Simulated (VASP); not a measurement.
# Be (Pm-3m) in VASP: further runs

The runs below take Be through relaxation of cell and atoms, single point, with LDA.

All numbers are computed with VASP 6.6.1; they aren't measurements. Logs are shortened: lines on timing, memory, paths and dates and some standing lists are left out, and cuts for length are marked.

**1. The cell of the first run**

The structure is cubic, space group Pm-3m (No. 221). Conventional cell: a = 1.667 Å, b = 1.667 Å, c = 1.667 Å, α = 90.00°, β = 90.00°, γ = 90.00°. Within 2.2 Å of Be (site symmetry m-3m) lie 6 Be at 1.67 Å.

**2. Relaxation of cell and atoms, LDA, target pressure 160 GPa, at which the enthalpy is minimised**

File INCAR:

```
PREC = Accurate ; ENCUT = 600
EDIFF = 1E-6 ; ISMEAR = -1
SIGMA = 0.05 ; LREAL = False
LASPH = True ; NELM = 100
ALGO = Normal ; ISIF = 3
LWAVE = False ; LCHARG = False
GGA = CA ; IBRION = 2
NSW = 60 ; EDIFFG = -0.005
PSTRESS = 1600.0
```

File KPOINTS:

```
Automatic mesh
0
Gamma
  22 22 22
```

File POSCAR:

```
Be
1.0
    1.6670846088      0.0000000000      0.0000000000
    0.0000000000      1.6670846088      0.0000000000
    0.0000000000      0.0000000000      1.6670846088
Be
1
Direct
    0.0000000000      0.0000000000      0.0000000000
```

Potentials or basis: VASP PAW LDA potentials, release 64 (Be).

Started as:

```
> cat potpaw_LDA.64/Be/POTCAR > POTCAR
> mpirun -np 1 vasp_std > vasp.out
```

OUTCAR:

```text
PREC = Accurate
   ENCUT = 600
   EDIFF = 1E-6
   ISMEAR = -1
   LREAL = False
   LASPH = True
   NELM = 100
   ISIF = 3
   GGA = CA
   IBRION = 2
   NSW = 60
   EDIFFG = -0.005
   PSTRESS = 1600.0

 ion  position               nearest neighbor table
   1  0.000  0.000  0.000-

  LATTYP: Found a simple cubic cell.
 ALAT       =     1.6670846088

  Lattice vectors:

 A1 = (   1.6670846088,   0.0000000000,   0.0000000000)
 A2 = (   0.0000000000,   1.6670846088,   0.0000000000)
 A3 = (   0.0000000000,   0.0000000000,   1.6670846088)

Analysis of symmetry for initial positions (statically):
=====================================================================
 Subroutine PRICEL returns:
 Original cell was already a primitive cell.

 Routine SETGRP: Setting up the symmetry group for a
 simple cubic supercell.

 Subroutine GETGRP returns: Found 48 space group operations
 (whereof 48 operations were pure point group operations)
 out of a pool of 48 trial point group operations.

The static configuration has the point symmetry O_h .

Analysis of symmetry for dynamics (positions and initial velocities):
=====================================================================
 Subroutine PRICEL returns:
 Original cell was already a primitive cell.

 Routine SETGRP: Setting up the symmetry group for a
 simple cubic supercell.

 Subroutine GETGRP returns: Found 48 space group operations
 (whereof 48 operations were pure point group operations)
 out of a pool of 48 trial point group operations.

The dynamic configuration has the point symmetry O_h .

 Subroutine INISYM returns: Found 48 space group operations
 (whereof 48 operations are pure point group operations),
 and found     1 'primitive' translations

----------------------------------------------------------------------------------------

                                     Primitive cell

  volume of cell :       4.6331

  direct lattice vectors                    reciprocal lattice vectors
     1.667084609  0.000000000  0.000000000     0.599849579  0.000000000  0.000000000
     0.000000000  1.667084609  0.000000000     0.000000000  0.599849579  0.000000000
     0.000000000  0.000000000  1.667084609     0.000000000  0.000000000  0.599849579

  length of vectors
[... 92 lines left out ...]
   NUPDOWN=      -1.0000    fix difference up-down
   EMIN   =  10.00;   EMAX   =-10.00  energy-range for DOS
   EFERMI =   0.00;   METHOD = LEGACY
   ISMEAR =    -1;   SIGMA  =   0.05  broadening in eV -4-tet -1-fermi 0-gaus
   EFERMI_NEDOS =   21; number of points for ismear=-14 and -15
   IALGO  =     38    algorithm
   IMIX   =      4    mixing-type and parameters
     AMIX     =   0.40;   BMIX     =  1.00
     AMIX_MAG =   1.60;   BMIX_MAG =  1.00
  volume/ion in A,a.u.               =       4.63        31.27
  Fermi-wavevector in a.u.,A,eV,Ry     =   1.237259  2.338080 20.827923  1.530809
  Thomas-Fermi vector in A             =   2.371833
   LORBIT       =      0    0 simple, 1 ext, 2 COOP (PROOUT), +10 PAW based schemes
   GGA     = CA    functional components
   LHFCALC =     F    Hartree Fock is set to
   AEXX    =    0.0000 exact exchange contribution
   IVDW    =     0    specifies the selected vdW correction
   LEPSILON=     F    determine dielectric tensor
   LRPA    =     F    only Hartree local field effects (RPA)
 conjugate gradient relaxation of ions
 non-spin polarized calculation
  energy-cutoff  :      600.00
  volume of cell :        4.63
 maximum number of plane-waves:       171
 NGX is ok and might be reduce to    14
   NGX =  7   NGY =  7   NGZ =  7

--------------------------------------- Ionic step        1  -------------------------------------------

 number of electron       2.0000000 magnetization

 Free energy of the ion-electron system (eV)
  ---------------------------------------------------
  ext. energy  EPLUGINS =         0.00000000
  ---------------------------------------------------
  free energy    TOTEN  =        -1.23736611 eV

  energy without entropy =       -1.23397514  energy(sigma->0) =       -1.23567063

------------------------ aborting loop because EDIFF is reached ----------------------------------------

  FORCE on cell =-STRESS in cart. coord.  units (eV):
  Direction    XX          YY          ZZ          XY          YZ          ZX
  --------------------------------------------------------------------------------------
  -------------------------------------------------------------------------------------
  Total        5.7085950      5.7085950      5.7085950      0.0000000     -0.0000000      0.0000000
  in kB     1974.0897207   1974.0897207   1974.0897207      0.0000000     -0.0000000      0.0000000
  external PRESSURE =     374.0897207 kB  Pullay stress =    1600.0000000 kB
[... 94 lines left out ...]
  energy  without entropy=       -1.6408952684  energy(sigma->0) =       -1.64347735

  enthalpy is  TOTEN    =         3.3492262042 eV   P V=        4.9952856417

[... ionic steps 4 to 13 ...]

--------------------------------------- Ionic step       14  -------------------------------------------

 number of electron       2.0000000 magnetization

------------------------ aborting loop because EDIFF is reached ----------------------------------------
[... 69 lines left out ...]
--------------------------------------- Ionic step       16  -------------------------------------------

 number of electron       2.0000000 magnetization

 Free energy of the ion-electron system (eV)
  ---------------------------------------------------
  ext. energy  EPLUGINS =         0.00000000
  ---------------------------------------------------
  free energy    TOTEN  =        -1.64022601 eV

  energy without entropy =       -1.63505632  energy(sigma->0) =       -1.63764116

 E-fermi :  12.1441     XC(G=0): -12.2363

 val. band max:       12.1338221152   @ k =   0.5000   0.3636   0.0909
 cond. band min:      12.1470299462   @ k =   0.4545   0.1364   0.0455
 fundamental gap:      0.0132078310
 Fermi energy:        12.1440762385

 k-point     1 :       0.0000    0.0000    0.0000
  band No.  band energies     occupation
      1      -2.4132      2.00000
      2      33.6682      0.00000
      3      33.6682      0.00000
      4      33.6682      0.00000
      5      40.6984      0.00000
[... 177 lines left out ...]
 k-point    24 :       0.0909    0.0909    0.0000
  band No.  band energies     occupation
      1      -1.9210      2.00000
      2      28.2184      0.00000
      3      31.5847      0.00000
      4      34.3814      0.00000
      5      44.2291      0.00000

 [... further k-points ...]
[... 5 lines left out ...]
  --------------------------------------------------------------------------------------
  -------------------------------------------------------------------------------------
  Total        4.9944208      4.9944208      4.9944208      0.0000000     -0.0000000      0.0000000
  in kB     1601.5944545   1601.5944545   1601.5944545      0.0000000     -0.0000000      0.0000000
  external PRESSURE =       1.5944545 kB  Pullay stress =    1600.0000000 kB
[... 20 lines left out ...]
  energy  without entropy=       -1.6350563159  energy(sigma->0) =       -1.63764116

  enthalpy is  TOTEN    =         3.3492226242 eV   P V=        4.9894486365

 reached required accuracy - stopping structural energy minimisation
```

It took 7.2 s on 1 thread of Intel Xeon 6975P-C (Granite Rapids), shared host; peak memory 0.11 GiB.

What came out:

```
Free energy                                            : -1.6402 eV
Relaxed volume                                         : 5.00 Å³/atom
Relaxed cell                                           : a = 1.710 Å, b = 1.710 Å, c = 1.710 Å, α = 90.00°, β = 90.00°, γ = 90.00°
Space group after relaxing (to 0.05 Å)                 : Pm-3m (No. 221)
Energy change on relaxing (the enthalpy is what falls) : -402.9 meV/atom
Ionic steps                                            : 16
Pressure after relaxing                                : 160.2 GPa
Band gap on the k mesh                                 : zero (band 1 reaches 20.14 eV, above the bottom of band 2 at 11.70 eV)
```

The path:
| step | energy change (eV) | largest force (eV/Å) | pressure (GPa) | volume (Å³) |
| --- | --- | --- | --- | --- |
| 1 | 0.0000 | 0.0000 | 197.41 | 4.63 |
| 2 | -0.7612 | 0.0000 | 127.16 | 5.40 |
| 3 | -0.4087 | 0.0000 | 159.65 | 5.00 |
| 4 | -0.4011 | 0.0000 | 160.31 | 4.99 |
| 5 | -0.4012 | 0.0000 | 160.31 | 4.99 |
| 6 | -0.4014 | 0.0000 | 160.29 | 4.99 |
| 7 | -0.4014 | 0.0000 | 160.29 | 4.99 |
| 8 | -0.4014 | 0.0000 | 160.29 | 4.99 |
| 9 | -0.4014 | 0.0000 | 160.29 | 4.99 |
| 10 | -0.4014 | 0.0000 | 160.29 | 4.99 |
| 11 | -0.4014 | 0.0000 | 160.29 | 4.99 |
| 12 | -0.4015 | 0.0000 | 160.28 | 4.99 |
| 13 | -0.4016 | 0.0000 | 160.27 | 4.99 |
| 14 | -0.4017 | 0.0000 | 160.26 | 5.00 |
| 15 | -0.4021 | 0.0000 | 160.23 | 5.00 |
| 16 | -0.4029 | 0.0000 | 160.16 | 5.00 |

Final structure:
```
CELL_PARAMETERS angstrom
1.70955 0.00000 0.00000
0.00000 1.70955 0.00000
0.00000 0.00000 1.70955
ATOMIC_POSITIONS crystal
Be 0.00000 0.00000 0.00000
```

Levels at points of the mesh, in eV from the Fermi level:
| k point | band 1 | band 2 | band 3 | band 4 |
| --- | --- | --- | --- | --- |
| (0.00, 0.00, 0.00) | -14.56 | 21.52 | 21.52 | 21.52 |
| (0.50, 0.00, 0.00) | -9.70 | -0.45 | 28.42 | 28.42 |
| (0.50, 0.50, 0.00) | -0.38 | -0.38 | 7.44 | 15.92 |
| (0.50, 0.50, 0.50) | 7.99 | 7.99 | 7.99 | 18.38 |

Caveat: the cell is relaxed towards a set pressure, so the enthalpy falls and the energy may rise.

(Continued in part 2 of 2.)
